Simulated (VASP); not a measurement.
## TiAl3Ni2: relaxation of shape and atoms at fixed volume with PBE

Crystal: TiAl3Ni2.

```xyz
6
Lattice="4.0613 0.0000 0.0000 -2.0306 3.5172 0.0000 0.0000 0.0000 5.2412" Properties=species:S:1:pos:R:3 pbc="T T T"
Ti    0.0000    0.0000    2.6206
Al    0.0000    2.3448    1.3232
Al    2.0306    1.1724    3.9179
Al    0.0000    0.0000    0.0000
Ni    0.0000    2.3448    3.9609
Ni    2.0306    1.1724    1.2802
```

```yaml
Program: VASP 6.6.1
Task: relaxation of shape and atoms at fixed volume
Functional: PBE
Potentials_or_basis: VASP PAW PBE potentials, release 64 (Ti_sv, Al, Ni)
Cutoff: 600 eV
k_mesh: 12 × 12 × 8
Occupations: gaussian, width 0.1 eV
Spin: no spin polarisation
Dipole_correction: no
Further_INCAR_settings: ALGO = Fast; EDIFF = 1e-06; IBRION = 2; EDIFFG = -0.01; NSW = 50; ISIF = 4
```

```
Energy gained by relaxing    : 0.2 meV/atom
Ionic steps                  : 8
Pressure after relaxing      : 15.5 GPa
Largest force after relaxing : 0.006 eV/Å
Band gap on the k mesh       : zero (an odd number of electrons rules out a gap without spin polarisation)
```

Forces on the atoms (eV/Å):
```
Ti   0.000  0.000  0.000
Al   0.000  0.000 -0.004
Al   0.000  0.000  0.004
Al   0.000  0.000  0.000
Ni   0.000  0.000  0.006
Ni   0.000  0.000 -0.006
```

Stress tensor (GPa, compression positive):
```
15.53  0.00  0.00
 0.00 15.53  0.00
 0.00  0.00 15.45
```

The path:
```tsv
step	energy change (eV)	largest force (eV/Å)	pressure (GPa)	volume (Å³)
1	0.0000	0.0471	15.62	74.87
2	-0.0006	0.0328	15.49	74.87
3	-0.0006	0.0296	15.48	74.87
4	-0.0006	0.0283	15.48	74.87
5	-0.0007	0.0205	15.48	74.87
6	-0.0009	0.0213	15.47	74.87
7	-0.0009	0.0135	15.45	74.87
8	-0.0010	0.0059	15.51	74.87
```

Final structure:
```
Ti Al Ni
1.0
     4.06467    0.00000    0.00000
    -2.03234    3.52011    0.00000
     0.00000    0.00000    5.23237
Ti Al Ni
1 3 2
Direct
  0.00000 0.00000 0.50000
  0.33333 0.66667 0.25376
  0.66667 0.33333 0.74624
  0.00000 0.00000 0.00000
  0.33333 0.66667 0.75810
  0.66667 0.33333 0.24190
```

Levels at points of the mesh, in eV from the Fermi level:
```
           k point  band 17  band 18  band 19  band 20  band 21  band 22  band 23  band 24
(0.00, 0.00, 0.00)    -1.35    -0.82    -0.82     0.76     0.76     0.79     1.93     1.93
(0.50, 0.00, 0.00)    -1.98    -1.61    -1.41    -0.93    -0.82    -0.28     0.82     1.28
(0.00, 0.00, 0.50)    -0.49    -0.34    -0.34     0.64     0.64     2.03     2.03     2.83
(0.50, 0.00, 0.50)    -1.87    -1.68    -1.67    -0.39     0.28     0.97     1.05     1.45
```

Run time: 21 min on 1 thread of Intel(R) Xeon(R) Platinum 8488C (Sapphire Rapids), on a shared host, peak memory 0.44 GiB.

Spin polarisation is off, so any magnetic state and its effect on volume and gap are missing.
